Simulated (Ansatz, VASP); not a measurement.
**One calculation of LiH, two programs**

```xyz
2
Lattice="0.0000 1.9744 1.9744 1.9744 0.0000 1.9744 1.9744 1.9744 0.0000" Properties=species:S:1:pos:R:3 pbc="T T T"
Li    0.0000    0.0000    0.0000
H     1.9744    1.9744    1.9744
```

Alike in both runs: task relaxation of the atoms; functional r2SCAN; k mesh 12 × 12 × 12; occupations fermi-dirac, width 0.02 eV; no spin polarisation.

```csv
,VASP,Ansatz
version,VASP 6.6.1,Ansatz 0.2.0
potentials or method,"VASP PAW PBE potentials, release 64 (Li_sv, H), cutoff 520 eV",PAW plane waves
valence electrons in the cell,4,4
```

```tsv
	VASP	Ansatz	Ansatz less VASP
gap on the k mesh at the Fermi level, each at its own relaxed structure (eV)	3.55	3.60	+0.049
```

VASP's potentials were made for PBE, not for r2SCAN. Ansatz's warnings: stress scf threshold loose.

Noted on VASP's run: the cutoff is short for stress, so the pressure is rough; the relaxation stopped at its first step, so nothing moved.
